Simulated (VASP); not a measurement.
# W (I4_1/amd) in VASP: relaxation of cell and atoms with PBE

Aim: the relaxation of cell and atoms of W with PBE.

Program: VASP 6.6.1. These are calculated values, not measurements. Logs are shortened: lines on timing, memory, paths and dates and some standing lists are left out, and cuts for length are marked.

## 1. The cell of the first run

Symmetry: I4_1/amd, No. 141, tetragonal system. The conventional cell has a = 4.128 Å, b = 4.128 Å, c = 2.271 Å, α = 90.00°, β = 90.00°, γ = 90.00°. W (site symmetry -4m2) has 10 W at 2.14 to 2.68 Å within 2.8 Å.

## 2. Relaxation of cell and atoms, PBE, target pressure 430 GPa, at which the enthalpy is minimised

Contents of INCAR:

```
PREC = Accurate
ENCUT = 600
EDIFF = 1E-6
ISMEAR = -1
SIGMA = 0.05
LREAL = False
LASPH = True
NELM = 100
ALGO = Normal
ISIF = 3
LWAVE = False
LCHARG = False
GGA = PE
IBRION = 2
NSW = 60
EDIFFG = -0.005
PSTRESS = 4300.0
```

Contents of KPOINTS:

```
regular mesh
0
Gamma
  19 19 19
```

Contents of POSCAR:

```
W
1.0
   -2.0640988077      2.0640988077      1.1352543442
    2.0640988077     -2.0640988077      1.1352543442
    2.0640988077      2.0640988077     -1.1352543442
W
2
Direct
   -0.3750000000     -0.1250000000     -0.2500000000
    0.3750000000      0.1250000000      0.2500000000
```

Potentials or basis: VASP PAW PBE potentials, release 64 (W_sv).

Launch:

```sh
$ cat potpaw_PBE.64/W_sv/POTCAR > POTCAR
$ mpirun -np 1 vasp_std > vasp.out
```

OUTCAR:

```text
PREC = Accurate
   ENCUT = 600
   EDIFF = 1E-6
   ISMEAR = -1
   LREAL = False
   LASPH = True
   NELM = 100
   ISIF = 3
   GGA = PE
   IBRION = 2
   NSW = 60
   EDIFFG = -0.005
   PSTRESS = 4300.0

 ion  position               nearest neighbor table
   1  0.625  0.875  0.750-   2 2.14   2 2.14   2 2.14   2 2.14   2 2.68   2 2.68   2 2.68   2 2.68

   2  0.375  0.125  0.250-   1 2.14   1 2.14   1 2.14   1 2.14   1 2.68   1 2.68   1 2.68   1 2.68

  LATTYP: Found a body centered tetragonal cell.
 ALAT       =     4.1281976154
 C/A-ratio  =     0.5500000000

  Lattice vectors:

 A1 = (  -2.0640988077,   2.0640988077,   1.1352543442)
 A2 = (   2.0640988077,  -2.0640988077,   1.1352543442)
 A3 = (   2.0640988077,   2.0640988077,  -1.1352543442)

Analysis of symmetry for initial positions (statically):
=====================================================================
 Subroutine PRICEL returns:
 Original cell was already a primitive cell.

 Routine SETGRP: Setting up the symmetry group for a
 body centered tetragonal supercell.

 Subroutine GETGRP returns: Found 16 space group operations
 (whereof  4 operations were pure point group operations)
 out of a pool of 16 trial point group operations.

The static configuration has the point symmetry C_2h.
 The point group associated with its full space group is D_4h.

Analysis of symmetry for dynamics (positions and initial velocities):
=====================================================================
 Subroutine PRICEL returns:
 Original cell was already a primitive cell.

 Routine SETGRP: Setting up the symmetry group for a
 body centered tetragonal supercell.

 Subroutine GETGRP returns: Found 16 space group operations
 (whereof  4 operations were pure point group operations)
 out of a pool of 16 trial point group operations.

The dynamic configuration has the point symmetry C_2h.
 The point group associated with its full space group is D_4h.

 Subroutine INISYM returns: Found 16 space group operations
 (whereof  4 operations are pure point group operations),
 and found     1 'primitive' translations

----------------------------------------------------------------------------------------

                                     Primitive cell

[... 105 lines left out ...]
   ISMEAR =    -1;   SIGMA  =   0.05  broadening in eV -4-tet -1-fermi 0-gaus
   EFERMI_NEDOS =   21; number of points for ismear=-14 and -15
   IALGO  =     38    algorithm
   IMIX   =      4    mixing-type and parameters
     AMIX     =   0.40;   BMIX     =  1.00
     AMIX_MAG =   1.60;   BMIX_MAG =  1.00
  volume/ion in A,a.u.               =       9.67        65.28
  Fermi-wavevector in a.u.,A,eV,Ry     =   1.851780  3.499357 46.655607  3.429090
  Thomas-Fermi vector in A             =   2.901674
   LORBIT       =      0    0 simple, 1 ext, 2 COOP (PROOUT), +10 PAW based schemes
   GGA     = PE    functional components
   LHFCALC =     F    Hartree Fock is set to
   AEXX    =    0.0000 exact exchange contribution
   IVDW    =     0    specifies the selected vdW correction
   LEPSILON=     F    determine dielectric tensor
   LRPA    =     F    only Hartree local field effects (RPA)
 conjugate gradient relaxation of ions
 non-spin polarized calculation
  energy-cutoff  :      600.00
  volume of cell :       19.35
 maximum number of plane-waves:       660
 NGX is ok and might be reduce to    28
   NGX = 13   NGY = 13   NGZ = 13

--------------------------------------- Ionic step        1  -------------------------------------------

 number of electron      28.0000000 magnetization

 Free energy of the ion-electron system (eV)
  ---------------------------------------------------
  ext. energy  EPLUGINS =         0.00000000
  ---------------------------------------------------
  free energy    TOTEN  =        -9.12526078 eV

  energy without entropy =       -9.11535632  energy(sigma->0) =       -9.12030855

------------------------ aborting loop because EDIFF is reached ----------------------------------------

  FORCE on cell =-STRESS in cart. coord.  units (eV):
  Direction    XX          YY          ZZ          XY          YZ          ZX
  --------------------------------------------------------------------------------------
  -------------------------------------------------------------------------------------
  Total       62.0765812     62.0765812     53.2862653      0.0000000      0.0000000      0.0000000
  in kB     5140.7234701   5140.7234701   4412.7745025      0.0000000      0.0000000      0.0000000
  external PRESSURE =     598.0738142 kB  Pullay stress =    4300.0000000 kB
[... 97 lines left out ...]
  energy  without entropy=      -12.2971858558  energy(sigma->0) =      -12.30199295

  enthalpy is  TOTEN    =        42.6341955315 eV   P V=       54.9409955807

[... ionic steps 4 to 7 ...]

--------------------------------------- Ionic step        8  -------------------------------------------

 number of electron      28.0000002 magnetization

------------------------ aborting loop because EDIFF is reached ----------------------------------------
[... 71 lines left out ...]
--------------------------------------- Ionic step       10  -------------------------------------------

 number of electron      28.0000002 magnetization

 Free energy of the ion-electron system (eV)
  ---------------------------------------------------
  ext. energy  EPLUGINS =         0.00000000
  ---------------------------------------------------
  free energy    TOTEN  =       -11.10986206 eV

  energy without entropy =      -11.10113471  energy(sigma->0) =      -11.10549839

 E-fermi :  19.5691     XC(G=0): -16.3547

 val. band max:       19.5680828072   @ k =  -0.4211   0.2632   0.0526
 cond. band min:      19.5693519414   @ k =   0.1579   0.1579   0.1053
 fundamental gap:      0.0012691342
 Fermi energy:        19.5691485748

 k-point     1 :       0.0000    0.0000    0.0000
  band No.  band energies     occupation
      1     -55.5013      2.00000
      2     -53.8592      2.00000
      3     -21.7354      2.00000
      4     -21.7354      2.00000
      5     -16.9747      2.00000
      6     -16.9747      2.00000
[... 481 lines left out ...]
      5     -19.2417      2.00000
      6     -18.7336      2.00000
[... 10 lines left out ...]
     17      23.0850      0.00000
     18      26.9691      0.00000

 [... further k-points ...]

------------------------ aborting loop because EDIFF is reached ----------------------------------------

  FORCE on cell =-STRESS in cart. coord.  units (eV):
  Direction    XX          YY          ZZ          XY          YZ          ZX
  --------------------------------------------------------------------------------------
  -------------------------------------------------------------------------------------
  Total       53.6614257     53.6614257     53.6572228      0.0000000     -0.0000000      0.0000000
  in kB     4300.1095630   4300.1095630   4299.7727649      0.0000000     -0.0000000      0.0000000
  external PRESSURE =      -0.0027030 kB  Pullay stress =    4300.0000000 kB
[... 21 lines left out ...]
  energy  without entropy=      -11.1011347085  energy(sigma->0) =      -11.10549839

  enthalpy is  TOTEN    =        42.5501963872 eV   P V=       53.6600584510

 reached required accuracy - stopping structural energy minimisation
```

Wall time 45 min (1 thread of Intel Xeon 8259CL, shared host); peak memory 0.35 GiB.

What came out:

| Item | Value |
| --- | --- |
| Free energy | -11.1099 eV |
| Relaxed volume | 10.00 Å³/atom |
| Relaxed cell | a = 3.195 Å, b = 3.195 Å, c = 3.195 Å, α = 97.00°, β = 97.00°, γ = 139.13° |
| Space group after relaxing (to 0.1 Å) | I4_1/amd (No. 141) |
| Energy change on relaxing (the run minimises the enthalpy) | -992.3 meV/atom |
| Ionic steps | 10 |
| Pressure after relaxing | 430.0 GPa |
| Band gap on the k mesh | zero (bands 14 and 15 overlap by 6.35 eV) |

The path:
```tsv
step	energy change (eV)	largest force (eV/Å)	pressure (GPa)	volume (Å³)
1	0.0000	0.0000	489.81	19.35
2	-13.3249	0.0000	50.42	30.97
3	-3.1815	0.0000	393.01	20.47
4	-2.3697	0.0000	417.80	20.16
5	0.8633	0.0000	501.73	19.38
6	-2.1023	0.0000	426.38	20.04
7	-2.0604	0.0000	427.64	20.02
8	-2.0435	0.0000	428.14	20.02
9	-1.4504	0.0000	446.54	19.80
10	-1.9846	0.0000	430.00	19.99
```

Final structure:
```
W
1.0
    -2.11688    2.11688    1.11543
     2.11688   -2.11688    1.11543
     2.11688    2.11688   -1.11543
W
2
Direct
  0.62500 0.87500 0.75000
  0.37500 0.12500 0.25000
```

Caveat: the cell is relaxed towards a set pressure, so the run minimises the enthalpy, not the energy; spin-orbit coupling is left out, which moves the levels of the heavy elements.
